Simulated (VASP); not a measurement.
# InSb in VASP: further runs, part 2 of 2

VASP 6.6.1.

**4. Single point, PBEsol (normal strain along x -0.0200, normal strain along z +0.0200)**

INCAR reads:

```
SYSTEM = InSb
PREC = Accurate ; ENCUT = 500
EDIFF = 1E-6 ; ISMEAR = 0
SIGMA = 0.15 ; LREAL = .False.
LASPH = .True. ; NELM = 120
ALGO = Normal ; ISIF = 2
LWAVE = .False. ; LCHARG = .False.
GGA = PS ; NBANDS = 16
GGA_COMPAT = .False.
```

KPOINTS reads:

```
regular mesh
0
Gamma
  14 14 8
  0 0 0
```

POSCAR reads:

```
InSb
1.0
    2.9754649214      0.0000000000      0.0000000000
    0.0000000000      3.0361886953      0.0000000000
    0.0000000000      0.0000000000      6.2182830229
In Sb
1 1
Direct
    0.0000000000      0.0000000000      0.0000000000
    0.0000000000      0.0000000000      0.5000000000
```

Potentials or basis: VASP PAW PBE potentials, release 64 (In_d, Sb).

Command:

```sh
> cat potpaw_PBE.64/In_d/POTCAR potpaw_PBE.64/Sb/POTCAR > POTCAR
> mpirun -np 1 vasp_std > vasp.out
```

OUTCAR:

```text
SYSTEM = InSb
   PREC = Accurate
   ENCUT = 500
   EDIFF = 1E-6
   ISMEAR = 0
   LREAL = .False.
   LASPH = .True.
   NELM = 120
   ISIF = 2
   GGA = PS

 ion  position               nearest neighbor table
   1  0.000  0.000  0.000-   2 3.11   2 3.11
   2  0.000  0.000  0.500-   1 3.11   1 3.11

  LATTYP: Found a simple orthorhombic cell.
 ALAT       =     2.9754649214
 B/A-ratio  =     1.0204081633
 C/A-ratio  =     2.0898525733

  Lattice vectors:

 A1 = (   2.9754649214,   0.0000000000,   0.0000000000)
 A2 = (   0.0000000000,   3.0361886953,   0.0000000000)
 A3 = (   0.0000000000,   0.0000000000,   6.2182830229)

Analysis of symmetry for initial positions (statically):
=====================================================================
 Subroutine PRICEL returns:
 Original cell was already a primitive cell.

 Routine SETGRP: Setting up the symmetry group for a
 simple orthorhombic supercell.

 Subroutine GETGRP returns: Found  8 space group operations
 (whereof  8 operations were pure point group operations)
 out of a pool of  8 trial point group operations.

The static configuration has the point symmetry D_2h.

Analysis of symmetry for dynamics (positions and initial velocities):
=====================================================================
[... 155 lines left out ...]
  free energy    TOTEN  =        -7.41678883 eV

  energy without entropy =       -7.40388621  energy(sigma->0) =       -7.41033752

 E-fermi :   7.0589     XC(G=0): -10.0017

 val. band max:        7.0536469234   @ k =   0.2143   0.0000   0.2500
 cond. band min:       7.0740822513   @ k =   0.2143   0.0714   0.1250
 fundamental gap:      0.0204353279
 Fermi energy:         7.0589201033

 k-point     1 :       0.0000    0.0000    0.0000
  band No.  band energies     occupation
      1      -7.9426      2.00000
      2      -7.6818      2.00000
      3      -7.2654      2.00000
      4      -7.2394      2.00000
      5      -7.1416      2.00000
      6      -4.8973      2.00000
[... 433 lines left out ...]
      3      -7.4457      2.00000
      4      -7.2852      2.00000
      5      -7.1635      2.00000
      6      -1.4664      2.00000
[... 8 lines left out ...]
     15      16.7333      0.00000
     16      18.5408      0.00000

 [... further k-points ...]
[... 5 lines left out ...]
  --------------------------------------------------------------------------------------
  -------------------------------------------------------------------------------------
  Total        0.5686170      0.3132320     -0.6065870      0.0000000      0.0000000      0.0000000
  in kB       16.2172173      8.9335214    -17.3001383      0.0000000      0.0000000      0.0000000
  external PRESSURE =       2.6168668 kB  Pullay stress =       0.0000000 kB

 VOLUME and BASIS-vectors are now :
 -----------------------------------------------------------------------------
  energy-cutoff  :      500.00
  volume of cell :       56.18
      direct lattice vectors                 reciprocal lattice vectors
     2.975464921  0.000000000  0.000000000     0.336081932  0.000000000  0.000000000
     0.000000000  3.036188695  0.000000000     0.000000000  0.329360294  0.000000000
     0.000000000  0.000000000  6.218283023     0.000000000  0.000000000  0.160816096

 POSITION                                       TOTAL-FORCE (eV/Angst)
 -----------------------------------------------------------------------------------
      0.00000      0.00000      0.00000         0.000000      0.000000      0.000000
      0.00000      0.00000      3.10914         0.000000      0.000000      0.000000
 -----------------------------------------------------------------------------------
    total drift:                                0.000000      0.000000     -0.000000

  FREE ENERGIE OF THE ION-ELECTRON SYSTEM (eV)
  ---------------------------------------------------
  free  energy   TOTEN  =        -7.4167888308 eV

  energy  without entropy=       -7.4038862118  energy(sigma->0) =       -7.41033752
```

OSZICAR:

```text
N       E                     dE             d eps       ncg     rms          rms(c)
DAV:   1     0.108233867496E+03    0.10823E+03   -0.78766E+03 10264   0.115E+03
DAV:   2    -0.927243400139E+00   -0.10916E+03   -0.10573E+03 11688   0.287E+02
DAV:   3    -0.728465046964E+01   -0.63574E+01   -0.63143E+01 13168   0.690E+01
DAV:   4    -0.744882539640E+01   -0.16417E+00   -0.16413E+00 13224   0.120E+01
DAV:   5    -0.745683897614E+01   -0.80136E-02   -0.80134E-02 14848   0.221E+00    0.321E+00
DAV:   6    -0.742351123485E+01    0.33328E-01   -0.60812E-02 13520   0.420E+00    0.171E+00
DAV:   7    -0.741714658141E+01    0.63647E-02   -0.21684E-02 13384   0.213E+00    0.347E-01
DAV:   8    -0.741678900258E+01    0.35758E-03   -0.13189E-03 13328   0.458E-01    0.941E-02
DAV:   9    -0.741678491260E+01    0.40900E-05   -0.14451E-04 14256   0.171E-01    0.297E-02
DAV:  10    -0.741678932008E+01   -0.44075E-05   -0.65975E-06 12840   0.229E-02    0.562E-03
DAV:  11    -0.741678883085E+01    0.48924E-06   -0.67268E-07  7944   0.120E-02
   1 F= -.74167888E+01 E0= -.74103375E+01  d E =-.129026E-01
```

It took 91 s on 1 thread of Intel Xeon Platinum 8488C (Sapphire Rapids), shared host; peak memory 0.39 GiB.

Results:

```
Free energy            : -7.4168 eV
Pressure               : 0.3 GPa
Band gap on the k mesh : zero (bands 9 and 10 overlap by 6.13 eV)
```

Caveat: the cell differs from its parent crystal (normal strain along x -0.0200, normal strain along z +0.0200); the PAW data sets were made with another functional, which shifts forces and pressure a little; spin-orbit coupling is left out, which moves the levels of the heavy elements.

**5. Single point, PBEsol (normal strain along x +0.0000, normal strain along z -0.0400)**

INCAR reads:

```
SYSTEM = InSb
ALGO = Normal
EDIFF = 1E-6
ENCUT = 500
GGA = PS
GGA_COMPAT = .FALSE.
ISIF = 2
ISMEAR = 0
LASPH = .TRUE.
LCHARG = .TRUE.
LELF = .TRUE.
LREAL = .FALSE.
LVHAR = .TRUE.
LWAVE = .FALSE.
NBANDS = 16
NELM = 120
PREC = Accurate
SIGMA = 0.15
```

KPOINTS reads:

```
k-points
0
G
  14 14 8
  0 0 0
```

POSCAR reads:

```
InSb
1.0
    3.0361886953      0.0000000000      0.0000000000
    0.0000000000      3.0361886953      0.0000000000
    0.0000000000      0.0000000000      5.8525016686
In Sb
1 1
Direct
    0.0000000000      0.0000000000      0.0000000000
    0.0000000000      0.0000000000      0.5000000000
```

Command:

```sh
> cat potpaw_PBE.64/In_d/POTCAR potpaw_PBE.64/Sb/POTCAR > POTCAR
> mpirun -np 1 vasp_std > vasp.out
```

Run time: 2.5 min. Hardware: 1 thread of Intel Xeon 8259CL, shared host; peak memory 0.29 GiB.

Results (log left out):

```yaml
Free_energy: -7.3930 eV
Pressure: 2.3 GPa
Band_gap_on_the_k_mesh: zero (bands 9 and 10 overlap by 5.88 eV)
```

Stress tensor (GPa, compression positive):
```
0.82 0.00 0.00
0.00 0.82 0.00
0.00 0.00 5.41
```

Levels at points of the mesh, in eV from the Fermi level:
| k point | band 7 | band 8 | band 9 | band 10 | band 11 | band 12 |
| --- | --- | --- | --- | --- | --- | --- |
| (0.00, 0.00, 0.00) | -6.74 | -5.03 | 4.20 | 4.20 | 6.47 | 7.80 |
| (0.50, 0.00, 0.00) | -5.41 | -3.05 | -2.66 | -1.52 | 2.91 | 6.49 |
| (0.50, 0.50, 0.00) | -3.14 | -3.14 | -0.40 | 1.14 | 1.14 | 1.14 |
| (0.00, 0.00, 0.50) | -8.58 | -0.34 | 0.59 | 4.49 | 4.49 | 7.87 |
| (0.50, 0.00, 0.50) | -5.19 | -5.00 | -2.66 | 2.45 | 3.56 | 6.23 |
| (0.50, 0.50, 0.50) | -2.81 | -2.81 | -1.87 | 0.13 | 0.13 | 2.88 |

Caveat: the cell differs from its parent crystal (normal strain along x +0.0000, normal strain along z -0.0400); the PAW data sets were made with another functional, which shifts forces and pressure a little; spin-orbit coupling is left out, which moves the levels of the heavy elements.

**6. Single point, PBEsol (normal strain along x +0.0000, normal strain along z -0.0200)**

INCAR reads:

```
ALGO = Normal
EDIFF = 1E-6
ENCUT = 500
GGA = PS
GGA_COMPAT = False
ISIF = 2
ISMEAR = 0
LASPH = True
LCHARG = False
LREAL = False
LWAVE = False
NBANDS = 16
NELM = 120
PREC = Accurate
SIGMA = 0.15
```

KPOINTS reads:

```
k-points
0
Gamma
  14 14 8
```

Changes to POSCAR since step 5:

```diff
@@ -4,3 +4,3 @@
     0.0000000000      3.0361886953      0.0000000000
-    0.0000000000      0.0000000000      5.8525016686
+    0.0000000000      0.0000000000      5.9744287867
 In Sb
```

Potentials or basis: VASP PAW PBE potentials, release 64 (In_d, Sb).

Command:

```sh
> cat potpaw_PBE.64/In_d/POTCAR potpaw_PBE.64/Sb/POTCAR > POTCAR
> mpirun -np 1 vasp_std > vasp.out
```

It took 2.4 min on 1 thread of Intel Xeon 8259CL, shared host; peak memory 0.29 GiB.

The run converged. Its results:

```yaml
Free_energy: -7.4204 eV
Pressure: 1.1 GPa
Band_gap_on_the_k_mesh: zero (bands 9 and 10 overlap by 5.98 eV)
```

Stress tensor (GPa, compression positive):
```
0.41 0.00 0.00
0.00 0.41 0.00
0.00 0.00 2.43
```

Levels at points of the mesh, in eV from the Fermi level:
| k point | band 6 | band 7 | band 8 | band 9 | band 10 | band 11 | band 12 | band 13 |
| --- | --- | --- | --- | --- | --- | --- | --- | --- |
| (0.00, 0.00, 0.00) | -11.91 | -6.85 | -4.92 | 4.29 | 4.29 | 5.93 | 7.86 | 8.68 |
| (0.50, 0.00, 0.00) | -9.07 | -5.32 | -3.16 | -2.52 | -1.60 | 2.89 | 6.59 | 8.71 |
| (0.50, 0.50, 0.00) | -6.06 | -3.06 | -3.06 | -0.23 | 1.02 | 1.07 | 1.07 | 2.59 |
| (0.00, 0.00, 0.50) | -11.75 | -8.47 | -0.62 | 0.38 | 4.53 | 4.53 | 7.92 | 8.21 |
| (0.50, 0.00, 0.50) | -9.02 | -5.05 | -4.97 | -2.61 | 2.15 | 3.35 | 6.01 | 6.81 |
| (0.50, 0.50, 0.50) | -6.06 | -2.78 | -2.78 | -1.70 | 0.19 | 0.19 | 2.93 | 4.56 |

Caveat: the cell differs from its parent crystal (normal strain along x +0.0000, normal strain along z -0.0200); the PAW data sets were made with another functional, which shifts forces and pressure a little; spin-orbit coupling is left out, which moves the levels of the heavy elements.

**7. Summary**

| cell | gap on the mesh (eV) | pressure (GPa) |
| --- | --- | --- |
| a = 2.915, b = 3.036, c = 6.340 Å, 2 atoms | none | 0.7 |
| a = 3.097, b = 3.036, c = 5.974 Å, 2 atoms | none | 0.0 |
| a = 2.975, b = 3.036, c = 6.218 Å, 2 atoms | none | 0.3 |
| a = 3.036, b = 3.036, c = 5.853 Å, 2 atoms | none | 2.3 |
| a = 3.036, b = 3.036, c = 5.974 Å, 2 atoms | none | 1.1 |

Alike in all rows: task single point; level PBEsol; potentials or basis VASP PAW PBE potentials, release 64 (In_d, Sb); no spin polarisation; k mesh 14 × 14 × 8; cutoff (eV) 500; smearing gaussian 0.15 eV.

Caveats: the PAW data sets were made with another functional, which shifts forces and pressure a little; spin-orbit coupling is left out, which moves the levels of the heavy elements.

Absolute energies hang on the potentials; compare differences alone.
